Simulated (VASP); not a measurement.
Here is a VASP 6.6.1 calculation.

The input POSCAR:

```
MnAu
1.0
    3.0739430756      0.0000000000      0.0000000000
    0.0000000000      3.0739430756      0.0000000000
    0.0000000000      0.0000000000      3.0739430756
Mn Au
1 1
Direct
    0.5000000000      0.5000000000      0.5000000000
    0.0000000000      0.0000000000      0.0000000000
```

File INCAR.step1:

```
  PREC = Accurate
  ENCUT = 520
  ISMEAR = -1
  SIGMA = 0.1
  LREAL = False
  LASPH = True
  NELM = 150
  ISPIN = 2
  MAGMOM = 5.2 0
  LMAXMIX = 4
  NBANDS = 23
  GGA = PE
  ALGO = Normal
  EDIFF = 1E-4
  LWAVE = True
  LCHARG = False
```

Contents of INCAR.step2:

```
  PREC = Accurate
  ENCUT = 520
  EDIFF = 1E-6
  ISMEAR = -1
  SIGMA = 0.1
  LREAL = False
  LASPH = True
  NELM = 150
  ALGO = Normal
  ISIF = 2
  LWAVE = False
  LCHARG = False
  ISPIN = 2
  MAGMOM = 5.2 0
  LORBIT = 11
  LMAXMIX = 4
  METAGGA = R2SCAN
  LMIXTAU = True
  NBANDS = 23
  ISTART = 1
```

The input KPOINTS:

```
regular mesh
0
Gamma
  7 7 7
```

Potentials or basis: VASP PAW PBE potentials, release 64 (Mn_pv, Au).

Run with:

```sh
$ cat potpaw_PBE.64/Mn_pv/POTCAR potpaw_PBE.64/Au/POTCAR > POTCAR
$ cp INCAR.step1 INCAR
$ mpirun -np 1 vasp_std > vasp.out
$ cp INCAR.step2 INCAR
$ mpirun -np 1 vasp_std > vasp.out
```

**Question.** Predict the pressure.

**Answer.** 24.1 GPa.

**Question.** Predict the site moments.

**Answer.** Mn +4.07; Au +0.09 μB.

**Question.** Predict the net moment.

**Answer.** 4.30 μB per cell.

Caveat: the cell stands under pressure; the PAW data sets were made with another functional, which shifts forces and pressure a little.
